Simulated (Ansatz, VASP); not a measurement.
## One calculation of CuNi3, two programs

The input INCAR:

```
SYSTEM = CuNi3
ALGO     = Fast           ! electronic algorithm
EDIFF    = 1E-6           ! SCF threshold, eV
ENCUT    = 520            ! plane-wave cutoff, eV
GGA      = PS             ! functional
ISIF     = 2              ! what is computed and relaxed
ISMEAR   = -1             ! smearing method
ISPIN    = 2              ! spin polarisation
LASPH    = .TRUE.         ! aspherical terms in the spheres
LCHARG   = .FALSE.        ! write CHGCAR
LMAXMIX  = 4              ! l up to which the mixer works
LORBIT   = 11             ! projections on sites
LREAL    = .FALSE.        ! projectors in reciprocal space
LWAVE    = .FALSE.        ! write WAVECAR
MAGMOM   = 0.6 1 1 1      ! initial moments
NBANDS   = 32             ! bands
NELM     = 150            ! most SCF steps
PREC     = Accurate       ! precision mode
SIGMA    = 0.05           ! smearing width, eV
```

File KPOINTS:

```
k-points
0
G
  11 11 11
  0 0 0
```

Contents of POSCAR:

```
CuNi3
1.0
   -1.7203607224      1.7203607224      3.3983591358
    1.7203607224     -1.7203607224      3.3983591358
    1.7203607224      1.7203607224     -3.3983591358
Cu Ni
1 3
Direct
    0.0000000000      0.0000000000      0.0000000000
    0.5000000000      0.5000000000      0.0000000000
    0.2500000000      0.7500000000      0.5000000000
    0.7500000000      0.2500000000      0.5000000000
```

The input input.yaml:

```yaml
crystal:
  lattice:
    - [-1.7203607224, 1.7203607224, 3.3983591358]
    - [1.7203607224, -1.7203607224, 3.3983591358]
    - [1.7203607224, 1.7203607224, -3.3983591358]
  atoms:
    - { symbol: Cu, position: [0.0, 0.0, 0.0], spin: 0.6 }
    - { symbol: Ni, position: [0.5, 0.5, 0.0], spin: 1.0 }
    - { symbol: Ni, position: [0.25, 0.75, 0.5], spin: 1.0 }
    - { symbol: Ni, position: [0.75, 0.25, 0.5], spin: 1.0 }
kpoints:
  mp_grid: { grid: [11, 11, 11] }
scf:
  occupations: { method: fermi_dirac, width: 0.05 }
hamiltonian:
  xc: pbesol
  pseudopotentials: { kind: all_electron, lapw: { basis_error: 0.001 } }
magnetization:
  spin_polarized: true
output:
  forces: true
  stress: true
  eigenvalues: true
```

Change from the starting cell: volume scaled by 0.94.

Alike in both runs: task single point; functional PBEsol; k mesh 11 × 11 × 11; occupations fermi-dirac, width 0.05 eV; collinear spin.

|  | VASP | Ansatz |
| --- | --- | --- |
| version | VASP 6.6.1 | Ansatz 0.2.0 |
| potentials or method | VASP PAW PBE potentials, release 64 (Cu, Ni), cutoff 520 eV | all-electron LAPW, scalar-relativistic |

Ansatz gave:

```
gap on the k mesh at the Fermi level (eV)                     : none
pressure (GPa)                                                : 12.3
traceless stress, the component that is largest in VASP (GPa) : 0.51
net moment per atom (μB)                                      : 0.37
size of the moment on the site where the two differ most (μB) : 0.52
```

Problem. What did VASP give for the same quantities?

Solution. gap on the k mesh at the Fermi level (eV): none; pressure (GPa): 12.4; traceless stress, the component that is largest in VASP (GPa): 0.56; net moment per atom (μB): 0.36; size of the moment on the site where the two differ most (μB): 0.49.

VASP's potentials were made for PBE, not for PBEsol. Site moments also hang on the region over which each program counts them. A gap of «none» marks a metal or a gap that the smearing closes. Ansatz ran all-electron here, and VASP with PAW potentials.
